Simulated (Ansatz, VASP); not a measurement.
**Two plane-wave programs on HfN**

```
CELL_PARAMETERS angstrom
0.00000 2.27381 2.27381
2.27381 0.00000 2.27381
2.27381 2.27381 0.00000
ATOMIC_POSITIONS crystal
Hf 0.99967 0.00301 0.00033
N 0.50427 0.46161 0.49573
```

Change from the starting cell: mode 4 frozen in at -0.097 Å and mode 6 at -0.078 Å (largest displacements).

Alike in both runs: task single point; functional PBE; k mesh 16 × 16 × 16; occupations gaussian, width 0.15 eV; no spin polarisation.

|  | VASP | Ansatz |
| --- | --- | --- |
| version | VASP 6.6.1 | Ansatz 0.2.0 |
| potentials or method | VASP PAW PBE potentials, release 64 (Hf_pv, N), cutoff 520 eV | scalar-relativistic, plane waves, PAW |
| valence electrons in the cell | 15 | 31 |

|  | VASP | Ansatz | Ansatz less VASP |
| --- | --- | --- | --- |
| gap on the k mesh at the Fermi level (eV) | none | none | - |
| pressure (GPa) | 0.0 | 2.2 | +2.27 |
| traceless stress, the component that is largest in VASP (GPa) | -2.17 | -2.20 | -0.028 |
| rms of the force components (eV/Å) | 0.839 | 0.840 | +0.0008 |

Atom by atom the forces differ by 0.001 eV/Å (rms over components). A gap of «none» marks a metal or a gap that the smearing closes. VASP's potentials hold 15 valence electrons a cell and Ansatz's 31, so a difference there can come from the potentials and not from the codes.

Spin-orbit coupling is off throughout.
